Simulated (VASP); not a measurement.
Write the native input for VASP 6.6.1 that does the following.

* Task: single point
* Functional: PBE
* Potentials or basis: VASP PAW PBE potentials, release 64 (H, C)
* Cutoff: 520 eV
* k mesh: 1 × 1 × 1
* Occupations: fermi-dirac, width 0.02 eV
* Spin: no spin polarisation
* Dipole correction: no
* Further INCAR settings: LREAL = Auto; ALGO = Normal; EDIFF = 1e-06; NBANDS = 31

The structure of H6C lies in POSCAR:

```
H6C
1.0
    6.0659390000      0.0000000000      0.0000000000
    0.0000000000      6.0659390000      0.0000000000
    0.0000000000      0.0000000000      6.0659390000
H C
18 3
Direct
    0.8560092675      0.9496139015      0.1402585816
    0.8934643095      0.9677644302      0.2536293227
    0.3642469863      0.4702487117      0.9702702253
    0.4226715765      0.5547038966      0.9044931049
    0.9550541145      0.4026252160      0.4930151787
    0.8821222897      0.4359094280      0.4013228620
    0.2262469174      0.9701713123      0.2781597375
    0.2794456060      1.1577267757      0.0705249426
    0.2607675415      0.8926894913     -0.0100726367
    0.5025932506      0.9846455759      0.1524908180
    0.5703156593      0.5274039188      0.3470031598
    0.2744010449      0.4724412824      0.3573725354
    0.3973333725      0.6859943695      0.5233484873
    0.4556425642      0.3917447900      0.5691451892
    0.9429043055     -0.2121188492      0.5510111460
    1.0010486423      0.0787347186      0.6061880939
    0.8899858703     -0.0872742044      0.8095531459
    0.7220481446     -0.0236566837      0.5895212596
    0.3202966598      0.9916354253      0.1271526140
    0.4227210330      0.5225406982      0.4508782564
    0.8907442030     -0.0625294781      0.6293996692
```

One way to write it, as run:

INCAR

```
PREC = Accurate
ENCUT = 520
EDIFF = 1E-6
ISMEAR = -1
SIGMA = 0.02
LREAL = Auto
LASPH = T
NELM = 80
ALGO = Normal
ISIF = 2
LWAVE = F
LCHARG = F
GGA = PE
NBANDS = 31
```

KPOINTS

```
regular mesh
0
Gamma
  1 1 1
```

Potentials or basis: VASP PAW PBE potentials, release 64 (H, C).

Command:

```bash
$ cat potpaw_PBE.64/H/POTCAR potpaw_PBE.64/C/POTCAR > POTCAR
$ mpirun -np 1 vasp_gam > vasp.out
```

Results of the run:

```
Pressure               : 0.8 GPa
Largest force          : 1.264 eV/Å
Band gap on the k mesh : 8.30 eV
```

Caveat: the k points lie up to 1.04 Å⁻¹ apart.

Run time: 14 s on 1 thread of Intel(R) Xeon(R) 6975P-C (Granite Rapids), with other jobs on the host, peak memory 0.29 GiB.
